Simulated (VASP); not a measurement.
# SiC (P6_3mc) in VASP: further runs

Runs on SiC. Level: PBE. Tasks: single point, relaxation of cell and atoms.

Everything below comes from runs of VASP 6.6.1. Logs are shortened: lines on timing, memory, paths and dates and some standing lists are left out, and cuts for length are marked.

## (1) The cell of the first run

It takes space group P6_3mc (No. 186, hexagonal). Conventional cell: a = 3.092 Å, b = 3.092 Å, c = 5.074 Å, α = 90.00°, β = 90.00°, γ = 120.00°. Si (site symmetry 3m) has 4 C at 1.89 to 1.91 Å within 2.5 Å. C (site symmetry 3m) has 4 Si at 1.89 to 1.91 Å within 2.5 Å.

## (2) Single point, PBE

The input, INCAR:

```
SYSTEM = SiC
ALGO = Normal ; EDIFF = 1E-7
ENCUT = 520 ; GGA = PE
ISIF = 2 ; ISMEAR = 0
LASPH = .True. ; LCHARG = .False.
LREAL = .False. ; LWAVE = .False.
NBANDS = 16 ; NELM = 80
PREC = Accurate ; SIGMA = 0.02
```

The input, KPOINTS:

```
k-points
0
Gamma
  12 12 6
  0 0 0
```

The input, POSCAR:

```
SiC
1.0
    3.0919365166      0.0000000000      0.0000000000
   -1.5459682583      2.6776955702      0.0000000000
    0.0000000000      0.0000000000      5.0742922908
Si C
2 2
Direct
    0.3333333333      0.6666666667      0.4995817069
    0.6666666667      0.3333333333      0.9995817069
    0.3333333333      0.6666666667      0.8754182931
    0.6666666667      0.3333333333      0.3754182931
```

Potentials or basis: VASP PAW PBE potentials, release 64 (Si, C).

Command:

```console
cat potpaw_PBE.64/Si/POTCAR potpaw_PBE.64/C/POTCAR > POTCAR
mpirun -np 1 vasp_std > vasp.out
```

OUTCAR:

```text
SYSTEM = SiC
   EDIFF = 1E-7
   ENCUT = 520
   GGA = PE
   ISIF = 2
   ISMEAR = 0
   LASPH = .True.
   LREAL = .False.
   NELM = 80
   PREC = Accurate

 ion  position               nearest neighbor table
   1  0.333  0.667  0.500-   4 1.89   4 1.89   4 1.89   3 1.91   2 3.10   2 3.10   2 3.10   2 3.10
                             2 3.10   2 3.10
   2  0.667  0.333  1.000-   3 1.89   3 1.89   3 1.89   4 1.91   1 3.10   1 3.10   1 3.10   1 3.10
                             1 3.10   1 3.10
   3  0.333  0.667  0.875-   2 1.89   2 1.89   2 1.89   1 1.91
   4  0.667  0.333  0.375-   1 1.89   1 1.89   1 1.89   2 1.91

  LATTYP: Found a hexagonal cell.
 ALAT       =     3.0919365166
 C/A-ratio  =     1.6411372819

  Lattice vectors:

 A1 = (   3.0919365166,   0.0000000000,   0.0000000000)
 A2 = (  -1.5459682583,   2.6776955702,   0.0000000000)
 A3 = (   0.0000000000,   0.0000000000,   5.0742922908)

Analysis of symmetry for initial positions (statically):
=====================================================================
 Subroutine PRICEL returns:
 Original cell was already a primitive cell.

 Routine SETGRP: Setting up the symmetry group for a
 hexagonal supercell.

 Subroutine GETGRP returns: Found 12 space group operations
 (whereof  6 operations were pure point group operations)
 out of a pool of 24 trial point group operations.

The static configuration has the point symmetry C_3v.
 The point group associated with its full space group is C_6v.

Analysis of symmetry for dynamics (positions and initial velocities):
=====================================================================
 Subroutine PRICEL returns:
 Original cell was already a primitive cell.

 Routine SETGRP: Setting up the symmetry group for a
 hexagonal supercell.

 Subroutine GETGRP returns: Found 12 space group operations
 (whereof  6 operations were pure point group operations)
 out of a pool of 24 trial point group operations.

The dynamic configuration has the point symmetry C_3v.
 The point group associated with its full space group is C_6v.

 Subroutine INISYM returns: Found 12 space group operations
 (whereof  6 operations are pure point group operations),
 and found     1 'primitive' translations

----------------------------------------------------------------------------------------

                                     Primitive cell

  volume of cell :      42.0114

  direct lattice vectors                    reciprocal lattice vectors
     3.091936517  0.000000000  0.000000000     0.323421906  0.186727724  0.000000000
    -1.545968258  2.677695570  0.000000000     0.000000000  0.373455448  0.000000000
     0.000000000  0.000000000  5.074292291     0.000000000  0.000000000  0.197071817

  length of vectors
     3.091936517  3.091936517  5.074292291     0.373455448  0.373455448  0.197071817

  position of ions in fractional coordinates (direct lattice)
     0.333333333  0.666666667  0.499581707
     0.666666667  0.333333333  0.999581707
     0.333333333  0.666666667  0.875418293
     0.666666667  0.333333333  0.375418293

  ion indices of the primitive-cell ions
   primitive index   ion index
                 1           1
                 2           2
                 3           3
                 4           4

----------------------------------------------------------------------------------------

 KPOINTS: k-points

Automatic generation of k-mesh.
 Grid dimensions read from file:
 generate k-points for:   12   12    6

 Generating k-lattice:

  Cartesian coordinates                     Fractional coordinates (reciprocal lattice)
     0.026951825  0.015560644  0.000000000     0.083333333  0.000000000  0.000000000
     0.000000000  0.031121287  0.000000000     0.000000000  0.083333333  0.000000000
     0.000000000  0.000000000  0.032845303     0.000000000  0.000000000  0.166666667

  Length of vectors
     0.031121287  0.031121287  0.032845303

  Shift w.r.t. Gamma in fractional coordinates (k-lattice)
     0.000000000  0.000000000  0.000000000

 Subroutine IBZKPT returns following result:
 ===========================================

 Found     76 irreducible k-points:

 Following reciprocal coordinates:
            Coordinates               Weight
  0.000000  0.000000  0.000000      1.000000
  0.083333  0.000000  0.000000      6.000000
  0.166667 -0.000000  0.000000      6.000000
  0.250000 -0.000000  0.000000      6.000000
  0.333333  0.000000  0.000000      6.000000
  0.416667  0.000000  0.000000      6.000000
[... 16 lines left out ...]
  0.250000 -0.000000  0.166667     12.000000
  0.333333  0.000000  0.166667     12.000000
 [... further k-points ...]
   k-points           NKPTS =     76   k-points in BZ     NKDIM =     76   number of bands    NBANDS=     16
   number of dos      NEDOS =    301   number of ions     NIONS =      4
   total plane-waves  NPLWV =  23040
   dimension x,y,z NGX =    24 NGY =   24 NGZ =   40
   dimension x,y,z NGXF=    48 NGYF=   48 NGZF=   80
   ions per type =               2   2
   NGX,Y,Z   is equivalent  to a cutoff of  12.90, 12.90, 13.10 a.u.
   NGXF,Y,Z  is equivalent  to a cutoff of  25.81, 25.81, 26.21 a.u.
 SYSTEM =  SiC
   PREC   = accura    normal or accurate (medium, high low for compatibility)
   ISTART =      0    job   : 0-new  1-cont  2-samecut
   ICHARG =      2    charge: 1-file 2-atom 10-const
   ISPIN  =      1    spin polarized calculation?
   LNONCOLLINEAR =      F non collinear calculations
   LSORBIT =      F    spin-orbit coupling
   LASPH  =      T    aspherical Exc in radial PAW
   ENCUT  =  520.0 eV  38.22 Ry    6.18 a.u.   5.75  5.75  9.43*2*pi/ulx,y,z
   NELM   =     80;   NELMIN=  2; NELMDL= -5     # of ELM steps
   EDIFF  = 0.1E-06   stopping-criterion for ELM
   LREAL  =      F    real-space projection
   EDIFFG = 0.1E-05   stopping-criterion for IOM
   NSW    =      0    number of steps for IOM
   IBRION =     -1    ionic relax: 0-MD 1-quasi-New 2-CG
   NFREE  =      0    steps in history (QN), initial steepest desc. (CG)
   ISIF   =      2    stress and relaxation
   ISYM   =      2    0-nonsym 1-usesym 2-fastsym
   POTIM  = 0.5000    time-step for ionic-motion
   TEBEG  =    0.0;   TEEND  =   0.0 temperature during run
   PSTRESS=    0.0 pullay stress
   NELECT =      16.0000    total number of electrons
   NUPDOWN=      -1.0000    fix difference up-down
   EMIN   =  10.00;   EMAX   =-10.00  energy-range for DOS
   EFERMI =   0.00;   METHOD = LEGACY
   ISMEAR =     0;   SIGMA  =   0.02  broadening in eV -4-tet -1-fermi 0-gaus
   EFERMI_NEDOS =   21; number of points for ismear=-14 and -15
   IALGO  =     38    algorithm
   IMIX   =      4    mixing-type and parameters
     AMIX     =   0.40;   BMIX     =  1.00
     AMIX_MAG =   1.60;   BMIX_MAG =  1.00
  volume/ion in A,a.u.               =      10.50        70.88
  Fermi-wavevector in a.u.,A,eV,Ry     =   1.186658  2.242459 19.159157  1.408158
  Thomas-Fermi vector in A             =   2.322826
   LORBIT       =      0    0 simple, 1 ext, 2 COOP (PROOUT), +10 PAW based schemes
   GGA     = PE    functional components
   LHFCALC =     F    Hartree Fock is set to
   AEXX    =    0.0000 exact exchange contribution
   IVDW    =     0    specifies the selected vdW correction
   LEPSILON=     F    determine dielectric tensor
   LRPA    =     F    only Hartree local field effects (RPA)
 non-spin polarized calculation
 Gauss-broadening in eV      SIGMA  =   0.02
  energy-cutoff  :      520.00
  volume of cell :       42.01
 maximum number of plane-waves:      1170
 NGX is ok and might be reduce to    24
   NGX = 11   NGY = 11   NGZ = 19

 number of electron      16.0000000 magnetization

 Free energy of the ion-electron system (eV)
  ---------------------------------------------------
  ext. energy  EPLUGINS =         0.00000000
  ---------------------------------------------------
  free energy    TOTEN  =       -30.11026377 eV

  energy without entropy =      -30.11026377  energy(sigma->0) =      -30.11026377

 E-fermi :   8.2514     XC(G=0): -11.2826

 val. band max:        8.0839188404   @ k =   0.0000   0.0000   0.0000
 cond. band min:      10.3873383720   @ k =   0.3333   0.3333   0.0000
 fundamental gap:      2.3034195316
 Fermi energy:         8.2513630032

 k-point     1 :       0.0000    0.0000    0.0000
  band No.  band energies     occupation
      1      -7.3614      2.00000
      2      -3.8523      2.00000
      3      -0.5244      2.00000
      4       6.7746      2.00000
      5       6.7746      2.00000
      6       7.9738      2.00000
[... 8 lines left out ...]
     15      16.9317      0.00000
     16      19.2982      0.00000

 k-point     2 :       0.0833    0.0000    0.0000
  band No.  band energies     occupation
      1      -7.2424      2.00000
      2      -3.7507      2.00000
      3      -0.4153      2.00000
      4       6.0943      2.00000
      5       6.5669      2.00000
      6       7.6199      2.00000
[... 8 lines left out ...]
     15      17.2333      0.00000
     16      18.4296      0.00000

 k-point     3 :       0.1667   -0.0000    0.0000
  band No.  band energies     occupation
      1      -6.8884      2.00000
      2      -3.4546      2.00000
      3      -0.0977      2.00000
      4       4.6198      2.00000
      5       6.0963      2.00000
      6       6.5064      2.00000
[... 8 lines left out ...]
     15      17.5660      0.00000
     16      17.9031      0.00000

 k-point     4 :       0.2500   -0.0000    0.0000
  band No.  band energies     occupation
      1      -6.3108      2.00000
      2      -3.0011      2.00000
      3       0.3791      2.00000
      4       3.0208      2.00000
      5       5.1285      2.00000
      6       5.5849      2.00000
[... 8 lines left out ...]
     15      18.0453      0.00000
     16      18.8042      0.00000
[... 324 lines left out ...]
 k-point    22 :       0.1667   -0.0000    0.1667
  band No.  band energies     occupation
      1      -6.7557      2.00000
      2      -3.9629      2.00000
      3       0.6044      2.00000
      4       4.7409      2.00000
      5       6.1217      2.00000
      6       6.1860      2.00000
[... 8 lines left out ...]
     15      17.7355      0.00000
     16      18.2669      0.00000

 k-point    23 :       0.2500   -0.0000    0.1667
  band No.  band energies     occupation
      1      -6.1803      2.00000
      2      -3.4727      2.00000
      3       0.9631      2.00000
      4       3.2243      2.00000
      5       4.7437      2.00000
      6       5.6814      2.00000
[... 8 lines left out ...]
     15      18.7505      0.00000
     16      18.7716      0.00000

 k-point    24 :       0.3333    0.0000    0.1667
  band No.  band energies     occupation
      1      -5.4112      2.00000
      2      -2.8954      2.00000
      3       0.8011      2.00000
      4       2.5083      2.00000
      5       3.3296      2.00000
      6       5.2623      2.00000
[... 8 lines left out ...]
     15      19.2419      0.00000
     16      20.0159      0.00000

 [... further k-points ...]

------------------------ aborting loop because EDIFF is reached ----------------------------------------

  FORCE on cell =-STRESS in cart. coord.  units (eV):
  Direction    XX          YY          ZZ          XY          YZ          ZX
  --------------------------------------------------------------------------------------
  -------------------------------------------------------------------------------------
  Total       -0.0130911     -0.0130911     -0.0098438     -0.0000000      0.0000000      0.0000000
  in kB       -0.4992510     -0.4992510     -0.3754097     -0.0000000      0.0000000      0.0000000
  external PRESSURE =      -0.4579706 kB  Pullay stress =       0.0000000 kB

 VOLUME and BASIS-vectors are now :
 -----------------------------------------------------------------------------
  energy-cutoff  :      520.00
  volume of cell :       42.01
      direct lattice vectors                 reciprocal lattice vectors
     3.091936517  0.000000000  0.000000000     0.323421906  0.186727724  0.000000000
    -1.545968258  2.677695570  0.000000000     0.000000000  0.373455448  0.000000000
     0.000000000  0.000000000  5.074292291     0.000000000  0.000000000  0.197071817

 POSITION                                       TOTAL-FORCE (eV/Angst)
 -----------------------------------------------------------------------------------
     -0.00000      1.78513      2.53502        -0.000000     -0.000000      0.000239
      1.54597      0.89257      5.07217         0.000000      0.000000      0.000239
     -0.00000      1.78513      4.44213         0.000000      0.000000     -0.000239
      1.54597      0.89257      1.90498        -0.000000     -0.000000     -0.000239
 -----------------------------------------------------------------------------------
    total drift:                               -0.000000     -0.000000      0.000554

  FREE ENERGIE OF THE ION-ELECTRON SYSTEM (eV)
  ---------------------------------------------------
  free  energy   TOTEN  =       -30.1102637714 eV

  energy  without entropy=      -30.1102637714  energy(sigma->0) =      -30.11026377
```

Run time: 17 s. Hardware: 1 thread of Intel Xeon 6975P-C (Granite Rapids), shared host; peak memory 0.17 GiB.

What came out:

```yaml
Free_energy: -30.1103 eV
Pressure: 0.0 GPa
Band_gap_on_the_k_mesh: 2.30 eV (least direct gap 3.94 eV)
```

Levels at points of the mesh, in eV from the valence-band top:
| k point | band 5 | band 6 | band 7 | band 8 | band 9 | band 10 | band 11 | band 12 |
| --- | --- | --- | --- | --- | --- | --- | --- | --- |
| (0.00, 0.00, 0.00) | -1.31 | -0.11 | 0.00 | 0.00 | 4.67 | 6.04 | 6.57 | 6.57 |
| (0.50, 0.00, 0.00) | -5.37 | -3.29 | -3.24 | -1.19 | 2.75 | 4.21 | 6.76 | 7.07 |
| (0.00, 0.00, 0.50) | -0.71 | -0.71 | -0.71 | -0.71 | 5.76 | 5.76 | 7.27 | 7.27 |
| (0.50, 0.00, 0.50) | -2.42 | -2.42 | -2.31 | -2.31 | 3.25 | 3.25 | 5.19 | 5.19 |

(Part 1 of 2 ends here.)
